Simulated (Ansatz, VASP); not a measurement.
**Two plane-wave programs on SnSe**

```
Sn Se
1.0
     4.66113    0.00000    0.00000
     0.00000    3.91106    0.00000
     0.00000    0.00000   10.98985
Sn Se
2 2
Direct
  0.50000 0.00000 0.37139
  0.00000 0.50000 0.62861
  0.50000 0.00000 0.61509
  0.00000 0.50000 0.38491
```

Change from the starting cell: strain +0.0875 x Voigt [1, -1, 0, 0, 0, 0], atoms carried along.

Alike in both runs: task single point; functional r2SCAN; k mesh 6 × 6 × 4; occupations gaussian, width 0.05 eV; no spin polarisation.

```csv
,VASP,Ansatz
version,VASP 6.6.1,Ansatz 0.2.0
potentials or method,"VASP PAW PBE potentials, release 64 (Sn_d, Se), cutoff 520 eV","scalar-relativistic, plane waves, PAW"
valence electrons in the cell,40,60
```

Ansatz gave:

| Quantity | Value |
| --- | --- |
| gap on the k mesh at the Fermi level (eV) | 0.76 |
| least direct gap on the mesh (eV) | 1.57 |
| rms of the force components (eV/Å) | 0.044 |

Task: Which values does VASP return?

Result: gap on the k mesh at the Fermi level (eV): 0.75; least direct gap on the mesh (eV): 1.56; rms of the force components (eV/Å): 0.036.

VASP's potentials were made for PBE, not for r2SCAN. Atom by atom the forces differ by 0.008 eV/Å (rms over components). VASP's potentials hold 40 valence electrons a cell and Ansatz's 60, so a difference there can come from the potentials and not from the codes.
